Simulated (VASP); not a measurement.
A run of VASP 6.6.1 is set up as follows.

File POSCAR:

```
I
1.0
    3.9041674344     -2.3076418800      0.0000000000
    3.9041674344      2.3076418800      0.0000000000
    0.0000000000      0.0000000000      9.9051308198
I
4
Direct
    0.8451838325      0.1548161675      0.1198878055
    0.1548161675      0.8451838325      0.8801121945
    0.3451838325      0.6548161675      0.3801121945
    0.6548161675      0.3451838325      0.6198878055
```

The input INCAR.step1:

```
SYSTEM = I
PREC     = Accurate       ! precision mode
ENCUT    = 520            ! plane-wave cutoff, eV
ISMEAR   = 0              ! smearing method
SIGMA    = 0.05           ! smearing width, eV
LREAL    = .False.        ! projectors in reciprocal space
LASPH    = .True.         ! aspherical terms in the spheres
NELM     = 100            ! most SCF steps
NBANDS   = 22             ! bands
GGA      = PE             ! functional
ALGO     = Normal         ! electronic algorithm
EDIFF    = 1E-4           ! SCF threshold, eV
LWAVE    = .True.         ! write WAVECAR
LCHARG   = .False.        ! write CHGCAR
```

File INCAR.step2:

```
SYSTEM = I
PREC     = Accurate       ! precision mode
ENCUT    = 520            ! plane-wave cutoff, eV
EDIFF    = 1E-7           ! SCF threshold, eV
ISMEAR   = 0              ! smearing method
SIGMA    = 0.05           ! smearing width, eV
LREAL    = .False.        ! projectors in reciprocal space
LASPH    = .True.         ! aspherical terms in the spheres
NELM     = 100            ! most SCF steps
ALGO     = Normal         ! electronic algorithm
ISIF     = 2              ! what is computed and relaxed
LWAVE    = .False.        ! write WAVECAR
LCHARG   = .False.        ! write CHGCAR
METAGGA  = R2SCAN         ! meta-GGA
LMIXTAU  = .True.       
NBANDS   = 22             ! bands
ISTART   = 1
```

File KPOINTS:

```
regular mesh
0
Gamma
  6 6 4
  0 0 0
```

Potentials or basis: VASP PAW PBE potentials, release 64 (I).

Launch:

```console
$ cat potpaw_PBE.64/I/POTCAR > POTCAR
$ cp INCAR.step1 INCAR
$ mpirun -np 1 vasp_std > vasp.out
$ cp INCAR.step2 INCAR
$ mpirun -np 1 vasp_std > vasp.out
```

(1) What does it give for the pressure?

(2) Estimate the largest force.

(3) What does it give for the band gap on the k mesh?

Results:

(1) -0.1 GPa.

(2) 0.012 eV/Å.

(3) 1.20 eV (least direct gap 1.27 eV).

Caveat: the PAW data sets were made with another functional, which shifts forces and pressure a little; spin-orbit coupling is left out, which moves the levels of the heavy elements.
